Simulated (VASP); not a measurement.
A run of VASP 6.6.1 is set up as follows.

The input INCAR:

```
PREC     = Accurate       # precision mode
ENCUT    = 520            # plane-wave cutoff, eV
EDIFF    = 1E-7           # SCF threshold, eV
ISMEAR   = -1             # smearing method
SIGMA    = 0.02           # smearing width, eV
LREAL    = Auto         
LASPH    = T              # aspherical terms in the spheres
NELM     = 100            # most SCF steps
ALGO     = Normal         # electronic algorithm
ISIF     = 2              # what is computed and relaxed
LWAVE    = F              # write WAVECAR
LCHARG   = F              # write CHGCAR
GGA      = PE             # functional
IVDW     = 12             # dispersion correction
NBANDS   = 38             # bands
```

File KPOINTS:

```
regular mesh
0
Gamma
  1 1 1
```

The input POSCAR:

```
H8SO6
1.0
    6.9492670000      0.0000000000      0.0000000000
    0.0000000000      5.6453400000      0.0000000000
    0.0000000000      0.0000000000      6.0386880000
O H S
6 8 1
Direct
    0.7054988677      0.5375938385      0.4217969201
    0.4389239901      0.1322329567      0.5914695378
    0.0309960748      0.7136859782      0.5640298025
    0.2435220866      0.3247634332      0.1462072556
    0.8848846936      0.8633315265      0.1007172419
    0.5477412222      0.7721235568     -0.0063093175
    0.8292385370      0.5964388327      0.4925407638
    0.6505722114      0.3946617918      0.5093490507
    0.5226018802      0.0051369802      0.6629088968
    0.3844434240      0.1752241672      0.7237830469
    0.0976505867      0.8451218173      0.6586861252
    0.0741229255      0.7564469102      0.4065121430
    0.3621533034      0.3522905618      0.0602283145
    0.1953011735      0.1940007156      0.0583901669
    0.6823021766      0.8699564597      0.1524006539
```

Potentials or basis: VASP PAW PBE potentials, release 64 (O, H, S).

Command:

```sh
$ cat potpaw_PBE.64/O/POTCAR potpaw_PBE.64/H/POTCAR potpaw_PBE.64/S/POTCAR > POTCAR
$ mpirun -np 1 vasp_gam > vasp.out
```

(1) Predict the largest force.

(2) What does it give for the pressure?

Answers

(1) 4.003 eV/Å.

(2) -1.6 GPa.

Caveat: the k points lie up to 1.11 Å⁻¹ apart.
